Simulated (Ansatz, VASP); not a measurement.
SnTe in VASP and in Ansatz

Contents of INCAR:

```
PREC = Accurate ; ENCUT = 500
EDIFF = 1E-6 ; ISMEAR = -1
SIGMA = 0.05 ; LREAL = False
LASPH = True ; NELM = 120
ALGO = Normal ; ISIF = 2
LWAVE = False ; LCHARG = False
GGA = PE ; NBANDS = 17
GGA_COMPAT = False
```

Contents of KPOINTS:

```
Automatic mesh
0
Gamma
  6 6 6
```

Contents of POSCAR:

```
SnTe
1.0
    0.0000000000      3.1893303407      3.1893303407
    3.1893303407      0.0000000000      3.1893303407
    3.1893303407      3.1893303407      0.0000000000
Sn Te
1 1
Direct
    0.0000000000      0.0000000000      0.0000000000
    0.5000000000      0.5000000000      0.5000000000
```

Input for Ansatz:

```yaml
crystal:
  lattice:
    - [0.0, 3.1893303407, 3.1893303407]
    - [3.1893303407, 0.0, 3.1893303407]
    - [3.1893303407, 3.1893303407, 0.0]
  atoms:
    - { symbol: Sn, position: [0.0, 0.0, 0.0] }
    - { symbol: Te, position: [0.5, 0.5, 0.5] }
kpoints:
  mp_grid: { grid: [6, 6, 6] }
hamiltonian:
  xc: pbe
scf:
  occupations: { method: fermi_dirac, width: 0.05 }
  n_extra_bands: 4
output:
  forces: true
  stress: true
  eigenvalues: true
```

Alike in both runs: task single point; functional PBE; k mesh 6 × 6 × 6; occupations fermi-dirac, width 0.05 eV; no spin polarisation.

|  | VASP | Ansatz |
| --- | --- | --- |
| version | VASP 6.6.1 | Ansatz 0.2.0 |
| potentials or method | VASP PAW PBE potentials, release 64 (Sn_d, Te) | plane waves |
| plane-wave cutoff (eV) | 500 | 420 |
| valence electrons in the cell | 20 | 30 |

Ansatz gave:

| Property | Result |
| --- | --- |
| pressure (GPa) | 0.6 |

Q: What did VASP give for the same quantities?

A: Pressure (GPa): 0.5.

The functional is the same, so the differences come from potentials, cutoffs and numerics. VASP's potentials hold 20 valence electrons a cell and Ansatz's 30, so a difference there can come from the potentials and not from the codes.

Neither program's run includes spin-orbit coupling.
